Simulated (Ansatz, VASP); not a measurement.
**One calculation of Si2Ni, two programs**

```xyz
3
Lattice="0.0000 2.6957 2.9114 2.6957 0.0000 2.9114 2.6957 2.6957 0.0000" Properties=species:S:1:pos:R:3 pbc="T T T"
Si    1.3479    1.3479    1.4557
Si    4.0436    4.0436    4.3670
Ni    0.0000    0.0000    0.0000
```

Change from the starting cell: strain +0.000 along x and y, +0.080 along z, atoms carried along.

Alike in both runs: task single point; functional PBEsol; k mesh 16 × 16 × 16; occupations gaussian, width 0.15 eV; no spin polarisation.

|  | VASP | Ansatz |
| --- | --- | --- |
| version | VASP 6.6.1 | Ansatz 0.2.0 |
| potentials or method | VASP PAW PBE potentials, release 64 (Si, Ni), cutoff 520 eV | scalar-relativistic, plane waves, PAW |
| valence electrons in the cell | 18 | 26 |

|  | VASP | Ansatz | Ansatz less VASP |
| --- | --- | --- | --- |
| gap on the k mesh at the Fermi level (eV) | none | none | - |
| pressure (GPa) | -10.1 | -10.3 | -0.17 |
| traceless stress, the component that is largest in VASP (GPa) | -2.95 | -3.00 | -0.053 |

VASP's potentials were made for PBE, not for PBEsol. A gap of «none» marks a metal or a gap that the smearing closes. With one functional, cell and mesh, what is left measures potentials, basis and numerics. VASP's potentials hold 18 valence electrons a cell and Ansatz's 26, so a difference there can come from the potentials and not from the codes.
